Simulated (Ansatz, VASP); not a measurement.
**One calculation of Zn, two programs**

INCAR

```
SYSTEM = Zn
PREC = Accurate
ENCUT = 520
EDIFF = 1E-7
ISMEAR = 0
SIGMA = 0.1
LREAL = .FALSE.
LASPH = .TRUE.
NELM = 60
ALGO = Normal
ISIF = 2
LWAVE = .FALSE.
LCHARG = .FALSE.
GGA = PE
NBANDS = 25
```

File KPOINTS:

```
Automatic mesh
0
G
  6 6 6
  0 0 0
```

File POSCAR:

```
Zn
1.0
    3.7326517900      0.0000000000      0.0000000000
    0.0000000000      3.7326517900      0.0000000000
    0.0000000000      0.0000000000      3.7326517900
Zn
3
Direct
    0.0000000000      0.5000000000      0.5000000000
    0.5000000000      0.0000000000      0.5000000000
    0.5000000000      0.5000000000      0.0000000000
```

Input for Ansatz:

```yaml
crystal:
  lattice:
    - [3.73265179, 0.0, 0.0]
    - [0.0, 3.73265179, 0.0]
    - [0.0, 0.0, 3.73265179]
  atoms:
    - { symbol: Zn, position: [0.0, 0.5, 0.5] }
    - { symbol: Zn, position: [0.5, 0.0, 0.5] }
    - { symbol: Zn, position: [0.5, 0.5, 0.0] }
basis:
  ecutwfc: 420
kpoints:
  mp_grid: { grid: [6, 6, 6] }
hamiltonian:
  xc: pbe
scf:
  occupations: { method: gaussian, width: 0.1 }
  lower_state_search: "off"
output:
  forces: true
  stress: true
  eigenvalues: true
```

Alike in both runs: task single point; functional PBE; k mesh 6 × 6 × 6; occupations gaussian, width 0.1 eV; no spin polarisation.

|  | VASP | Ansatz |
| --- | --- | --- |
| version | VASP 6.6.1 | Ansatz 0.2.0 |
| potentials or method | VASP PAW PBE potentials, release 64 (Zn), cutoff 520 eV | scalar-relativistic, plane waves, PAW |
| valence electrons in the cell | 36 | 36 |

```csv
,VASP,Ansatz,Ansatz less VASP
gap on the k mesh at the Fermi level (eV),none,none,-
pressure (GPa),2.7,2.4,-0.29
```

A gap of «none» marks a metal or a gap that the smearing closes.
